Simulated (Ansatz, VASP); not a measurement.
## One calculation of HfO2, two programs

```
CELL_PARAMETERS angstrom
7.17473 0.00000 0.00000
0.00000 6.32742 0.00000
0.00000 0.00000 24.02609
ATOMIC_POSITIONS crystal
O 0.25000 0.52675 0.33297
O 0.75000 0.52675 0.33297
O 0.00000 0.95541 0.34590
O 0.50000 0.95541 0.34590
O 0.25000 0.18747 0.39447
O 0.75000 0.18747 0.39447
O 0.00000 0.61613 0.40740
O 0.50000 0.61613 0.40740
O 0.25311 0.85235 0.45612
O 0.74689 0.85235 0.45612
O 0.00000 0.25785 0.45648
O 0.50000 0.26365 0.46244
O 0.22814 0.49496 0.51008
O 0.77186 0.49496 0.51008
O 0.00000 0.97782 0.52967
O 0.50000 0.88718 0.53753
Hf 0.25000 0.82144 0.37019
Hf 0.75000 0.82144 0.37019
Hf 0.00000 0.32144 0.37019
Hf 0.50000 0.32144 0.37019
Hf 0.23829 0.15255 0.48996
Hf 0.76171 0.15255 0.48996
Hf 0.00000 0.68132 0.49016
Hf 0.50000 0.60517 0.49265
```

Alike in both runs: task single point; functional PBE; dispersion D3(BJ); k mesh 2 × 3 × 1; occupations gaussian, width 0.05 eV; no spin polarisation.

|  | VASP | Ansatz |
| --- | --- | --- |
| version | VASP 6.6.1 | Ansatz 0.2.0 |
| potentials or method | VASP PAW PBE potentials, release 64 (O, Hf_pv), cutoff 520 eV | scalar-relativistic, plane waves, PAW |
| valence electrons in the cell | 176 | 304 |

|  | VASP | Ansatz | Ansatz less VASP |
| --- | --- | --- | --- |
| gap on the k mesh at the Fermi level (eV) | 2.74 | 2.76 | +0.023 |
| least direct gap on the mesh (eV) | 2.74 | 2.77 | +0.028 |
| rms of the force components (eV/Å) | 0.777 | 0.771 | -0.0066 |

VASP's potentials hold 176 valence electrons a cell and Ansatz's 304, so a difference there can come from the potentials and not from the codes.

The k mesh is coarse, so the values compare programs but aren't converged. Spin-orbit coupling is off throughout.
